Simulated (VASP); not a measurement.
Write the native input for VASP 6.6.1 that does the following.

```yaml
Task: single point
Functional: revPBE
Potentials_or_basis: VASP PAW PBE potentials, release 64 (V_sv)
Cutoff: 520 eV
k_mesh: 24 × 24 × 24
Occupations: fermi-dirac, width 0.1 eV
Spin: no spin polarisation
Dipole_correction: no
Further_INCAR_settings: ALGO = Normal; EDIFF = 1e-07; NBANDS = 12
```

The structure of V lies in POSCAR:

```
V
1.0
   -1.4875182451      1.4875182451      1.4875182451
    1.4875182451     -1.4875182451      1.4875182451
    1.4875182451      1.4875182451     -1.4875182451
V
1
Direct
    0.0000000000      0.0000000000      0.0000000000
```

This cell differs from its parent crystal: volume scaled by 0.96.

The input as run:

INCAR

```
SYSTEM = V
  PREC = Accurate
  ENCUT = 520
  EDIFF = 1E-7
  ISMEAR = -1
  SIGMA = 0.1
  LREAL = .FALSE.
  LASPH = .TRUE.
  NELM = 60
  ALGO = Normal
  ISIF = 2
  LWAVE = .FALSE.
  LCHARG = .FALSE.
  GGA = RE
  NBANDS = 12
```

KPOINTS

```
regular mesh
0
G
  24 24 24
  0 0 0
```

Potentials or basis: VASP PAW PBE potentials, release 64 (V_sv).

Command:

```sh
$ cat potpaw_PBE.64/V_sv/POTCAR > POTCAR
$ mpirun -np 1 vasp_std > vasp.out
```

It gave:

```yaml
Pressure: 8.0 GPa
```

Caveat: the PAW data sets were made with another functional, which shifts forces and pressure a little.

It took 2.1 min on 1 thread of AMD EPYC 7R13 (shared host), peak memory 0.14 GiB.
